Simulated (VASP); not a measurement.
# ZrB2 (P6/mmm) in VASP: a series of runs

ZrB2 is run at these levels: LDA; tasks: single point, relaxation of cell and atoms.

Everything below comes from runs of VASP 6.6.1. Logs are shortened: lines on timing, memory, paths and dates and some standing lists are left out, and cuts for length are marked.

## (1) The cell of the first run

The structure is hexagonal, space group P6/mmm (No. 191). The conventional cell has a = 3.133 Å, b = 3.133 Å, c = 3.489 Å, α = 90.00°, β = 90.00°, γ = 120.00°. Within 3.3 Å of Zr (site symmetry 6/mmm) lie 12 B at 2.51 Å and 6 Zr at 3.13 Å. Within 2.4 Å of B (site symmetry -6m2) lie 3 B at 1.81 Å.

## (2) Single point, LDA

INCAR

```
PREC = Accurate
ENCUT = 520
EDIFF = 1E-6
ISMEAR = 0
SIGMA = 0.1
LREAL = False
LASPH = True
NELM = 100
ALGO = Normal
ISIF = 2
LWAVE = False
LCHARG = False
NBANDS = 16
```

KPOINTS

```
regular mesh
0
Gamma
  15 15 12
```

POSCAR

```
ZrB2
1.0
    3.1325412665      0.0000000000      0.0000000000
   -1.5662706333      2.7128603152      0.0000000000
    0.0000000000      0.0000000000      3.4889014692
Zr B
1 2
Direct
    0.0000000000      0.0000000000      0.0000000000
    0.3333333333      0.6666666667      0.5000000000
    0.6666666667      0.3333333333      0.5000000000
```

Potentials or basis: VASP PAW LDA potentials, release 64 (Zr_sv, B).

Launch:

```bash
cat potpaw_LDA.64/Zr_sv/POTCAR potpaw_LDA.64/B/POTCAR > POTCAR
mpirun -np 1 vasp_std > vasp.out
```

OUTCAR:

```text
PREC = Accurate
   ENCUT = 520
   EDIFF = 1E-6
   ISMEAR = 0
   LREAL = False
   LASPH = True
   NELM = 100
   ISIF = 2

 ion  position               nearest neighbor table
   1  0.000  0.000  0.000-   2 2.51   3 2.51   2 2.51   3 2.51   3 2.51   3 2.51   2 2.51   2 2.51
                             3 2.51   3 2.51   2 2.51   2 2.51
   2  0.333  0.667  0.500-   3 1.81   3 1.81   3 1.81   1 2.51   1 2.51   1 2.51   1 2.51   1 2.51
                             1 2.51
   3  0.667  0.333  0.500-   2 1.81   2 1.81   2 1.81   1 2.51   1 2.51   1 2.51   1 2.51   1 2.51
                             1 2.51

  LATTYP: Found a hexagonal cell.
 ALAT       =     3.1325412665
 C/A-ratio  =     1.1137607369

  Lattice vectors:

 A1 = (   3.1325412665,   0.0000000000,   0.0000000000)
 A2 = (  -1.5662706333,   2.7128603152,   0.0000000000)
 A3 = (   0.0000000000,   0.0000000000,   3.4889014692)

Analysis of symmetry for initial positions (statically):
=====================================================================
 Subroutine PRICEL returns:
 Original cell was already a primitive cell.

 Routine SETGRP: Setting up the symmetry group for a
 hexagonal supercell.

 Subroutine GETGRP returns: Found 24 space group operations
 (whereof 24 operations were pure point group operations)
 out of a pool of 24 trial point group operations.

The static configuration has the point symmetry D_6h.

Analysis of symmetry for dynamics (positions and initial velocities):
=====================================================================
 Subroutine PRICEL returns:
 Original cell was already a primitive cell.

 Routine SETGRP: Setting up the symmetry group for a
 hexagonal supercell.

 Subroutine GETGRP returns: Found 24 space group operations
 (whereof 24 operations were pure point group operations)
 out of a pool of 24 trial point group operations.

The dynamic configuration has the point symmetry D_6h.

 Subroutine INISYM returns: Found 24 space group operations
 (whereof 24 operations are pure point group operations),
 and found     1 'primitive' translations

----------------------------------------------------------------------------------------

                                     Primitive cell

  volume of cell :      29.6492

  direct lattice vectors                    reciprocal lattice vectors
     3.132541267  0.000000000  0.000000000     0.319229633  0.184307315  0.000000000
    -1.566270633  2.712860315  0.000000000     0.000000000  0.368614630  0.000000000
     0.000000000  0.000000000  3.488901469     0.000000000  0.000000000  0.286623170

  length of vectors
     3.132541267  3.132541267  3.488901469     0.368614630  0.368614630  0.286623170

  position of ions in fractional coordinates (direct lattice)
     0.000000000  0.000000000  0.000000000
     0.333333333  0.666666667  0.500000000
     0.666666667  0.333333333  0.500000000

  ion indices of the primitive-cell ions
   primitive index   ion index
                 1           1
                 2           2
                 3           3

----------------------------------------------------------------------------------------

 KPOINTS: regular mesh

Automatic generation of k-mesh.
 Grid dimensions read from file:
 generate k-points for:   15   15   12

 Generating k-lattice:

  Cartesian coordinates                     Fractional coordinates (reciprocal lattice)
     0.021281976  0.012287154  0.000000000     0.066666667  0.000000000  0.000000000
     0.000000000  0.024574309  0.000000000     0.000000000  0.066666667  0.000000000
     0.000000000  0.000000000  0.023885264     0.000000000  0.000000000  0.083333333

  Length of vectors
     0.024574309  0.024574309  0.023885264

  Shift w.r.t. Gamma in fractional coordinates (k-lattice)
     0.000000000  0.000000000  0.000000000

 Subroutine IBZKPT returns following result:
 ===========================================

 Found    189 irreducible k-points:

 Following reciprocal coordinates:
            Coordinates               Weight
  0.000000  0.000000  0.000000      1.000000
  0.066667 -0.000000  0.000000      6.000000
  0.133333 -0.000000  0.000000      6.000000
  0.200000 -0.000000  0.000000      6.000000
  0.266667 -0.000000  0.000000      6.000000
  0.333333  0.000000  0.000000      6.000000
[... 16 lines left out ...]
  0.333333  0.200000  0.000000     12.000000
  0.400000  0.200000  0.000000      6.000000
 [... further k-points ...]
   k-points           NKPTS =    189   k-points in BZ     NKDIM =    189   number of bands    NBANDS=     16
   number of dos      NEDOS =    301   number of ions     NIONS =      3
   total plane-waves  NPLWV =  16128
   dimension x,y,z NGX =    24 NGY =   24 NGZ =   28
   dimension x,y,z NGXF=    48 NGYF=   48 NGZF=   56
   ions per type =               1   2
   NGX,Y,Z   is equivalent  to a cutoff of  12.74, 12.74, 13.34 a.u.
   NGXF,Y,Z  is equivalent  to a cutoff of  25.47, 25.47, 26.68 a.u.
 SYSTEM =  unknown system
   PREC   = accura    normal or accurate (medium, high low for compatibility)
   ISTART =      0    job   : 0-new  1-cont  2-samecut
   ICHARG =      2    charge: 1-file 2-atom 10-const
   ISPIN  =      1    spin polarized calculation?
   LNONCOLLINEAR =      F non collinear calculations
   LSORBIT =      F    spin-orbit coupling
   LASPH  =      T    aspherical Exc in radial PAW
   ENCUT  =  520.0 eV  38.22 Ry    6.18 a.u.   5.82  5.82  6.49*2*pi/ulx,y,z
   NELM   =    100;   NELMIN=  2; NELMDL= -5     # of ELM steps
   EDIFF  = 0.1E-05   stopping-criterion for ELM
   LREAL  =      F    real-space projection
   EDIFFG = 0.1E-04   stopping-criterion for IOM
   NSW    =      0    number of steps for IOM
   IBRION =     -1    ionic relax: 0-MD 1-quasi-New 2-CG
   NFREE  =      0    steps in history (QN), initial steepest desc. (CG)
   ISIF   =      2    stress and relaxation
   ISYM   =      2    0-nonsym 1-usesym 2-fastsym
   POTIM  = 0.5000    time-step for ionic-motion
   TEBEG  =    0.0;   TEEND  =   0.0 temperature during run
   PSTRESS=    0.0 pullay stress
   NELECT =      18.0000    total number of electrons
   NUPDOWN=      -1.0000    fix difference up-down
   EMIN   =  10.00;   EMAX   =-10.00  energy-range for DOS
   EFERMI =   0.00;   METHOD = LEGACY
   ISMEAR =     0;   SIGMA  =   0.10  broadening in eV -4-tet -1-fermi 0-gaus
   EFERMI_NEDOS =   21; number of points for ismear=-14 and -15
   IALGO  =     38    algorithm
   IMIX   =      4    mixing-type and parameters
     AMIX     =   0.40;   BMIX     =  1.00
     AMIX_MAG =   1.60;   BMIX_MAG =  1.00
  volume/ion in A,a.u.               =       9.88        66.69
  Fermi-wavevector in a.u.,A,eV,Ry     =   1.386207  2.619551 26.144537  1.921569
  Thomas-Fermi vector in A             =   2.510544
   LORBIT       =      0    0 simple, 1 ext, 2 COOP (PROOUT), +10 PAW based schemes
   GGA     = CA    functional components
   LHFCALC =     F    Hartree Fock is set to
   AEXX    =    0.0000 exact exchange contribution
   IVDW    =     0    specifies the selected vdW correction
   LEPSILON=     F    determine dielectric tensor
   LRPA    =     F    only Hartree local field effects (RPA)
 non-spin polarized calculation
 Gauss-broadening in eV      SIGMA  =   0.10
  energy-cutoff  :      520.00
  volume of cell :       29.65
 maximum number of plane-waves:       820
 NGX is ok and might be reduce to    24
   NGX = 11   NGY = 11   NGZ = 13

 number of electron      18.0000000 magnetization

 Free energy of the ion-electron system (eV)
  ---------------------------------------------------
  ext. energy  EPLUGINS =         0.00000000
  ---------------------------------------------------
  free energy    TOTEN  =       -27.48272145 eV

  energy without entropy =      -27.48166431  energy(sigma->0) =      -27.48219288

 E-fermi :  10.8593     XC(G=0): -12.7562

 val. band max:       10.8337284168   @ k =   0.0667   0.0667   0.4167
 cond. band min:      10.8707518496   @ k =   0.4000   0.1333   0.0000
 fundamental gap:      0.0370234328
 Fermi energy:        10.8592527892

 k-point     1 :       0.0000    0.0000    0.0000
  band No.  band energies     occupation
      1     -37.3560      2.00000
      2     -15.7233      2.00000
      3     -15.0986      2.00000
      4     -15.0986      2.00000
      5      -1.8526      2.00000
      6       8.1709      2.00000
[... 8 lines left out ...]
     15      16.1676      0.00000
     16      16.1676      0.00000

 k-point     2 :       0.0667   -0.0000    0.0000
  band No.  band energies     occupation
      1     -37.3501      2.00000
      2     -15.7148      2.00000
      3     -15.1490      2.00000
      4     -15.1094      2.00000
      5      -1.7602      2.00000
      6       7.9128      2.00000
[... 8 lines left out ...]
     15      16.6465      0.00000
     16      16.8356      0.00000

 k-point     3 :       0.1333   -0.0000    0.0000
  band No.  band energies     occupation
      1     -37.3333      2.00000
      2     -15.6904      2.00000
      3     -15.2891      2.00000
      4     -15.1399      2.00000
      5      -1.4909      2.00000
      6       7.2548      2.00000
[... 8 lines left out ...]
     15      17.5086      0.00000
     16      17.9855      0.00000

 k-point     4 :       0.2000   -0.0000    0.0000
  band No.  band energies     occupation
      1     -37.3085      2.00000
      2     -15.6542      2.00000
      3     -15.4898      2.00000
      4     -15.1844      2.00000
      5      -1.0655      2.00000
      6       6.3956      2.00000
[... 8 lines left out ...]
     15      17.8456      0.00000
     16      18.8779      0.00000
[... 324 lines left out ...]
 k-point    22 :       0.2667    0.2000    0.0000
  band No.  band energies     occupation
      1     -37.2250      2.00000
      2     -15.9660      2.00000
      3     -15.5323      2.00000
      4     -15.4952      2.00000
      5       1.0188      2.00000
      6       4.2528      2.00000
[... 8 lines left out ...]
     15      19.0879      0.00000
     16      21.1397      0.00000

 k-point    23 :       0.3333    0.2000    0.0000
  band No.  band energies     occupation
      1     -37.2111      2.00000
      2     -16.0253      2.00000
      3     -15.5630      2.00000
      4     -15.5119      2.00000
      5       1.7944      2.00000
      6       3.4893      2.00000
[... 8 lines left out ...]
     15      20.1067      0.00000
     16      21.1495      0.00000

 k-point    24 :       0.4000    0.2000    0.0000
  band No.  band energies     occupation
      1     -37.2061      2.00000
      2     -16.0453      2.00000
      3     -15.5877      2.00000
      4     -15.5046      2.00000
      5       2.5036      2.00000
      6       2.7735      2.00000
[... 8 lines left out ...]
     15      20.6941      0.00000
     16      20.9201      0.00000

 [... further k-points ...]

------------------------ aborting loop because EDIFF is reached ----------------------------------------

  FORCE on cell =-STRESS in cart. coord.  units (eV):
  Direction    XX          YY          ZZ          XY          YZ          ZX
  --------------------------------------------------------------------------------------
  -------------------------------------------------------------------------------------
  Total        0.0963300      0.0963300      0.1064004     -0.0000000      0.0000000      0.0000000
  in kB        5.2054606      5.2054606      5.7496428     -0.0000000      0.0000000      0.0000000
  external PRESSURE =       5.3868547 kB  Pullay stress =       0.0000000 kB

 VOLUME and BASIS-vectors are now :
 -----------------------------------------------------------------------------
  energy-cutoff  :      520.00
  volume of cell :       29.65
      direct lattice vectors                 reciprocal lattice vectors
     3.132541267  0.000000000  0.000000000     0.319229633  0.184307315  0.000000000
    -1.566270633  2.712860315  0.000000000     0.000000000  0.368614630  0.000000000
     0.000000000  0.000000000  3.488901469     0.000000000  0.000000000  0.286623170

 POSITION                                       TOTAL-FORCE (eV/Angst)
 -----------------------------------------------------------------------------------
      0.00000      0.00000      0.00000        -0.000000      0.000000     -0.000000
     -0.00000      1.80857      1.74445         0.000000      0.000000      0.000000
      1.56627      0.90429      1.74445        -0.000000      0.000000     -0.000000
 -----------------------------------------------------------------------------------
    total drift:                               -0.000000      0.000000      0.000000

  FREE ENERGIE OF THE ION-ELECTRON SYSTEM (eV)
  ---------------------------------------------------
  free  energy   TOTEN  =       -27.4827214512 eV

  energy  without entropy=      -27.4816643104  energy(sigma->0) =      -27.48219288
```

It took 68 s on 1 thread of Intel Xeon Platinum 8259CL at 2.50GHz (Skylake/Cascade Lake), shared host; peak memory 0.2 GiB.

What came out:

| Quantity | Value |
| --- | --- |
| Free energy | -27.4827 eV |
| Pressure | 0.5 GPa |
| Band gap on the k mesh | zero (bands 9 and 10 overlap by 1.03 eV) |

(Continued in part 2 of 2.)

The gap in the log of VASP goes by the Fermi energy; the results here count the filled bands.